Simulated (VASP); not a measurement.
SiO2 (Cristobalite):

```xyz
12
Lattice="4.9790 0.0000 0.0000 0.0000 4.9790 0.0000 0.0000 0.0000 6.9500" Properties=species:S:1:pos:R:3 pbc="T T T"
Si    1.4945    1.4945    0.0000
Si    0.9950    3.9840    1.7375
Si    3.4845    3.4845    3.4750
Si    3.9840    0.9950    5.2125
O     1.1922    0.5224    1.2407
O     1.9671    3.6817    2.9782
O     3.7868    4.4566    4.7157
O     3.0119    1.2973    6.4532
O     3.6817    1.9671    3.9718
O     4.4566    3.7868    2.2343
O     1.2973    3.0119    0.4968
O     0.5224    1.1922    5.7093
```

| Quantity | Value |
| --- | --- |
| Program | VASP 6.6.1 |
| Task | relaxation of the atoms |
| Functional | PBE |
| Potentials or basis | VASP PAW PBE potentials, release 64 (Si, O) |
| Cutoff | 520 eV |
| k mesh | 5 × 5 × 4 |
| Occupations | fermi-dirac, width 0.02 eV |
| Spin | no spin polarisation |

At the start: pressure 6.4 GPa; volume 14.36 Å³/atom.

Problem. How do energy, volume and symmetry change on relaxing?

Solution. Over 18 steps the energy falls by 8.1 meV/atom; space group P4_12_12 (No. 92, to 0.05 Å).

Step by step:
```csv
step,energy change (eV),largest force (eV/Å),pressure (GPa)
1,0.0000,0.4175,6.42
2,-0.0319,0.5400,4.97
3,-0.0321,0.5036,5.07
4,-0.0531,0.3922,4.34
5,-0.0772,0.2036,2.21
6,-0.0774,0.1631,2.40
7,-0.0803,0.1708,2.37
8,-0.0868,0.1929,2.25
9,-0.0910,0.2349,2.02
10,-0.0928,0.1683,1.96
11,-0.0949,0.0749,1.81
12,-0.0952,0.0676,1.78
13,-0.0959,0.0492,1.70
14,-0.0965,0.0474,1.54
15,-0.0967,0.0250,1.47
16,-0.0967,0.0280,1.47
17,-0.0968,0.0253,1.42
18,-0.0970,0.0172,1.30
```

Final structure:
```
Si O
1.0
     4.97900    0.00000    0.00000
     0.00000    4.97900    0.00000
     0.00000    0.00000    6.95000
Si O
4 8
Direct
  0.30430 0.30430 0.00000
  0.19570 0.80430 0.25000
  0.69570 0.69570 0.50000
  0.80430 0.19570 0.75000
  0.23723 0.11465 0.18422
  0.38535 0.73723 0.43422
  0.76277 0.88535 0.68422
  0.61465 0.26277 0.93422
  0.73723 0.38535 0.56578
  0.88535 0.76277 0.31578
  0.26277 0.61465 0.06578
  0.11465 0.23723 0.81578
```
